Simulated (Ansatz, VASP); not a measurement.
## AlGa3Sb2 in VASP and in Ansatz

Contents of INCAR:

```
SYSTEM = AlGa3Sb2
PREC     = Accurate       ! precision mode
ENCUT    = 600            ! plane-wave cutoff, eV
EDIFF    = 1E-6           ! SCF threshold, eV
ISMEAR   = 0              ! smearing method
SIGMA    = 0.1            ! smearing width, eV
LREAL    = .FALSE.        ! projectors in reciprocal space
LASPH    = .TRUE.         ! aspherical terms in the spheres
NELM     = 80             ! most SCF steps
ALGO     = Normal         ! electronic algorithm
ISIF     = 3              ! what is computed and relaxed
LWAVE    = .FALSE.        ! write WAVECAR
LCHARG   = .FALSE.        ! write CHGCAR
GGA      = PE             ! functional
IBRION   = 2              ! ionic algorithm
NSW      = 90             ! ionic steps
EDIFFG   = -0.04          ! ionic threshold
```

KPOINTS

```
Automatic mesh
0
G
  6 6 2
  0 0 0
```

File POSCAR:

```
AlGa3Sb2
1.0
    4.8238924900      0.0000000000      0.0000000000
   -2.4119462400      4.1776134400      0.0000000000
    0.0000000000      0.0000000000      8.0397122800
Al Ga Sb
1 3 2
Direct
    0.0000000000      0.0000000000      0.5000000000
    0.5000000000      0.0000000000      0.5000000000
    0.0000000000      0.5000000000      0.5000000000
    0.5000000000      0.5000000000      0.5000000000
    0.0000000000      0.0000000000      0.8324159000
    0.0000000000      0.0000000000      0.1675841000
```

Input for Ansatz:

```yaml
crystal:
  lattice:
    - [4.82389249, 0.0, 0.0]
    - [-2.41194624, 4.17761344, 0.0]
    - [0.0, 0.0, 8.03971228]
  atoms:
    - { symbol: Al, position: [0.0, 0.0, 0.5] }
    - { symbol: Ga, position: [0.5, 0.0, 0.5] }
    - { symbol: Ga, position: [0.0, 0.5, 0.5] }
    - { symbol: Ga, position: [0.5, 0.5, 0.5] }
    - { symbol: Sb, position: [0.0, 0.0, 0.8324159] }
    - { symbol: Sb, position: [0.0, 0.0, 0.1675841] }
basis:
  ecutwfc: 420
kpoints:
  mp_grid: { grid: [6, 6, 2] }
hamiltonian:
  xc: pbe
scf:
  occupations: { method: gaussian, width: 0.1 }
  lower_state_search: "off"
output:
  forces: true
  stress: true
  eigenvalues: true
relax:
  adjacent_minimum: "off"
  f_tol: 0.04
  max_steps: 70
  cell: { stress_tol: 0.4 }
```

Alike in both runs: task relaxation of cell and atoms; functional PBE; k mesh 6 × 6 × 2; occupations gaussian, width 0.1 eV; no spin polarisation.

```csv
,VASP,Ansatz
version,VASP 6.6.1,Ansatz 0.2.0
potentials or method,"VASP PAW PBE potentials, release 64 (Al, Ga_d, Sb), cutoff 600 eV","scalar-relativistic, plane waves, PAW"
valence electrons in the cell,52,72
```

|  | VASP | Ansatz | Ansatz less VASP |
| --- | --- | --- | --- |
| gap on the k mesh at the Fermi level, each at its own relaxed structure (eV) | none | none | - |
| relaxed volume (Å³/atom) | 35.08 | 35.10 | +0.025 |
| relaxed length of the cell vector where the two differ most in proportion (Å) | 7.884 | 7.894 | +0.0102 |

A gap of «none» marks a metal or a gap that the smearing closes. VASP's potentials hold 52 valence electrons a cell and Ansatz's 72, so a difference there can come from the potentials and not from the codes.

The k mesh is coarse, so the values compare programs but aren't converged. Spin-orbit coupling is off throughout. Noted on VASP's run: the volume moved by over 15 % at a fixed basis, so the end points are rough.
